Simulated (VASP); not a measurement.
Runs of VASP 6.6.1 on Al. The structure is that of space group I4/mmm (No. 139), or close to it. The cells are those of the table. 

```tsv
cell	gap on the mesh (eV)	pressure (GPa)
a = 2.810, b = 2.810, c = 2.633 Å, angles 62.1, 62.1, 55.9°, 1 atom	none	10.9
a = 2.871, b = 2.871, c = 2.633 Å, angles 62.7, 62.7, 54.6°, 1 atom	none	7.2
a = 2.979, b = 2.979, c = 3.091 Å, angles 58.7, 58.7, 62.5°, 1 atom	none	(a)
a = 2.750, b = 2.750, c = 2.862 Å, angles 58.6, 58.6, 62.7°, 1 atom	none	4.5
```

Alike in all rows: task single point; level r2SCAN; potentials or basis VASP PAW PBE potentials, release 64 (Al); no spin polarisation; k mesh 20 × 20 × 20; cutoff (eV) 520; smearing gaussian 0.15 eV.

**Question.** Fill in the values left out.

**Answer.** (a) -11.3.

Caveats: the PAW data sets were made with another functional, which shifts forces and pressure a little.

A gap of «none» marks levels without a gap at the run's occupations.
